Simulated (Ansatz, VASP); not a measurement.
**Two plane-wave programs on ZnS**

The input INCAR:

```
SYSTEM = ZnS
PREC     = Accurate       ! precision mode
ENCUT    = 520            ! plane-wave cutoff, eV
EDIFF    = 1E-6           ! SCF threshold, eV
ISMEAR   = 0              ! smearing method
SIGMA    = 0.05           ! smearing width, eV
LREAL    = .FALSE.        ! projectors in reciprocal space
LASPH    = .TRUE.         ! aspherical terms in the spheres
NELM     = 100            ! most SCF steps
ALGO     = Normal         ! electronic algorithm
ISIF     = 2              ! what is computed and relaxed
LWAVE    = .FALSE.        ! write WAVECAR
LCHARG   = .FALSE.        ! write CHGCAR
GGA      = PS             ! functional
NBANDS   = 66             ! bands
```

KPOINTS

```
Automatic mesh
0
G
  9 9 2
  0 0 0
```

File POSCAR:

```
ZnS
1.0
    3.6893491457      0.0000000000      0.0000000000
   -1.8446745728      3.1950700836      0.0000000000
    0.0000000000      0.0000000000     19.5528126025
Zn S
6 6
Direct
    0.0000000000      0.0000000000      0.0000277175
    0.0000000000      0.0000000000      0.5000277175
    0.3333333333      0.6666666667      0.1718122200
    0.6666666667      0.3333333333      0.6718122200
    0.6666666667      0.3333333333      0.3332753580
    0.3333333333      0.6666666667      0.8332753580
    0.0000000000      0.0000000000      0.1251125986
    0.0000000000      0.0000000000      0.6251125986
    0.3333333333      0.6666666667      0.2916367831
    0.6666666667      0.3333333333      0.7916367831
    0.6666666667      0.3333333333      0.4581259436
    0.3333333333      0.6666666667      0.9581259436
```

Input for Ansatz:

```yaml
crystal:
  lattice:
    - [3.6893491457, 0.0, 0.0]
    - [-1.8446745728, 3.1950700836, 0.0]
    - [0.0, 0.0, 19.5528126025]
  atoms:
    - { symbol: Zn, position: [0.0, 0.0, 2.77175e-05] }
    - { symbol: Zn, position: [0.0, 0.0, 0.5000277175] }
    - { symbol: Zn, position: [0.3333333333, 0.6666666667, 0.17181222] }
    - { symbol: Zn, position: [0.6666666667, 0.3333333333, 0.67181222] }
    - { symbol: Zn, position: [0.6666666667, 0.3333333333, 0.333275358] }
    - { symbol: Zn, position: [0.3333333333, 0.6666666667, 0.833275358] }
    - { symbol: S, position: [0.0, 0.0, 0.1251125986] }
    - { symbol: S, position: [0.0, 0.0, 0.6251125986] }
    - { symbol: S, position: [0.3333333333, 0.6666666667, 0.2916367831] }
    - { symbol: S, position: [0.6666666667, 0.3333333333, 0.7916367831] }
    - { symbol: S, position: [0.6666666667, 0.3333333333, 0.4581259436] }
    - { symbol: S, position: [0.3333333333, 0.6666666667, 0.9581259436] }
basis:
  ecutwfc: 520.0
kpoints:
  mp_grid: { grid: [9, 9, 2] }
hamiltonian:
  xc: pbesol
scf:
  occupations: { method: gaussian, width: 0.05 }
output:
  forces: true
  stress: true
  eigenvalues: true
```

Alike in both runs: task single point; functional PBEsol; k mesh 9 × 9 × 2; occupations gaussian, width 0.05 eV; no spin polarisation.

|  | VASP | Ansatz |
| --- | --- | --- |
| version | VASP 6.6.1 | Ansatz 0.2.0 |
| potentials or method | VASP PAW PBE potentials, release 64 (Zn, S), cutoff 520 eV | scalar-relativistic, plane waves, PAW |
| valence electrons in the cell | 108 | 108 |

```tsv
	VASP	Ansatz	Ansatz less VASP
gap on the k mesh at the Fermi level (eV)	1.78	1.78	-0.003
least direct gap on the mesh (eV)	1.78	1.78	-0.003
pressure (GPa)	0.6	0.4	-0.22
traceless stress, the component that is largest in VASP (GPa)	-6.29	-6.27	+0.023
rms of the force components (eV/Å)	0.223	0.220	-0.0031
```

VASP's potentials were made for PBE, not for PBEsol. Atom by atom the forces differ by 0.003 eV/Å (rms over components). With one functional, cell and mesh, what is left measures potentials, basis and numerics.
